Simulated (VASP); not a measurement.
SiO2: single point with PBE

Crystal: SiO2.

```
Si O
1.0
     4.08164    0.00000    0.00000
     0.00000    4.08164    0.00000
     0.00000    0.00000    2.61011
Si O
2 4
Direct
  0.00000 0.00000 0.00000
  0.50000 0.50000 0.50000
  0.30342 0.30342 0.00000
  0.19658 0.80342 0.50000
  0.69658 0.69658 0.00000
  0.80342 0.19658 0.50000
```

```json
{
  "Program": "VASP 6.6.1",
  "Task": "single point",
  "Functional": "PBE",
  "Potentials or basis": "VASP PAW PBE potentials, release 64 (Si, O)",
  "Cutoff": "520 eV",
  "k mesh": "7 × 7 × 11",
  "Occupations": "fermi-dirac, width 0.02 eV",
  "Spin": "no spin polarisation",
  "Dipole correction": "no",
  "Further INCAR settings": "ALGO = Normal; EDIFF = 1e-06; NBANDS = 25"
}
```

```yaml
Pressure: 36.5 GPa
Largest_force: 0.020 eV/Å
Band_gap_on_the_k_mesh: 6.77 eV
```

Forces on the atoms (eV/Å):
```
Si   0.000  0.000  0.000
Si   0.000  0.000  0.000
O   -0.014 -0.014  0.000
O    0.014 -0.014  0.000
O    0.014  0.014  0.000
O   -0.014  0.014  0.000
```

Stress tensor (GPa, compression positive):
```
34.17  0.00  0.00
 0.00 34.17  0.00
 0.00  0.00 41.26
```

Levels at points of the mesh, in eV from the valence-band top:
```csv
k point,band 14,band 15,band 16,band 17,band 18,band 19
"(0.00, 0.00, 0.00)",-0.96,-0.96,0.00,6.77,6.97,9.00
```

It took 87 s on 1 thread of Intel Xeon 8259CL, on a shared host, peak memory 0.17 GiB.

Caveat: the cell stands under pressure; an odd mesh through Γ misses points on the zone boundary, where band edges can lie.
